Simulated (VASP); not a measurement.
A run of VASP 6.6.1 is set up as follows.

Contents of POSCAR:

```
AlN
1.0
    3.1066939248      0.0000000000      0.0000000000
   -1.5533469624      2.6904758607      0.0000000000
    0.0000000000      0.0000000000      4.9785898183
Al N
2 2
Direct
    0.6666666667      0.3333333333      0.4992046638
    0.3333333333      0.6666666667      0.9992046638
    0.6666666667      0.3333333333      0.8807953362
    0.3333333333      0.6666666667      0.3807953362
```

Contents of INCAR.step1:

```
SYSTEM = AlN
PREC     = Accurate       ! precision mode
ENCUT    = 520            ! plane-wave cutoff, eV
EDIFF    = 1E-5           ! SCF threshold, eV
ISMEAR   = 0              ! smearing method
SIGMA    = 0.01           ! smearing width, eV
LREAL    = .FALSE.        ! projectors in reciprocal space
LASPH    = .TRUE.         ! aspherical terms in the spheres
NELM     = 80             ! most SCF steps
ALGO     = Normal         ! electronic algorithm
ISIF     = 2              ! what is computed and relaxed
LWAVE    = .TRUE.         ! write WAVECAR
LCHARG   = .FALSE.        ! write CHGCAR
GGA      = PE             ! functional
NBANDS   = 16             ! bands
```

Contents of INCAR.step2:

```
SYSTEM = AlN
PREC     = Accurate       ! precision mode
ENCUT    = 520            ! plane-wave cutoff, eV
EDIFF    = 1E-6           ! SCF threshold, eV
ISMEAR   = 0              ! smearing method
SIGMA    = 0.01           ! smearing width, eV
LREAL    = .FALSE.        ! projectors in reciprocal space
LASPH    = .TRUE.         ! aspherical terms in the spheres
NELM     = 80             ! most SCF steps
ALGO     = Normal         ! electronic algorithm
ISIF     = 2              ! what is computed and relaxed
LWAVE    = .FALSE.        ! write WAVECAR
LCHARG   = .FALSE.        ! write CHGCAR
GGA      = PE             ! functional
LHFCALC  = .TRUE.         ! exact exchange
HFSCREEN = 0.2079         ! screening, 1/A
PRECFOCK = Normal       
ISTART   = 1            
NBANDS   = 16             ! bands
```

Contents of KPOINTS:

```
Automatic mesh
0
G
  6 6 4
  0 0 0
```

Potentials or basis: VASP PAW PBE potentials, release 64 (Al, N).

The run is started by

```console
$ cat potpaw_PBE.64/Al/POTCAR potpaw_PBE.64/N/POTCAR > POTCAR
$ cp INCAR.step1 INCAR
$ mpirun -np 1 vasp_std > vasp.out
$ cp INCAR.step2 INCAR
$ mpirun -np 1 vasp_std > vasp.out
```

(1) Predict the largest force.

(2) Estimate the band gap on the k mesh.

(3) Estimate the pressure.

## Answers

(1) 0.008 eV/Å.

(2) 5.59 eV.

(3) -0.8 GPa.

Caveat: the PAW data sets were made with another functional, which shifts forces and pressure a little.
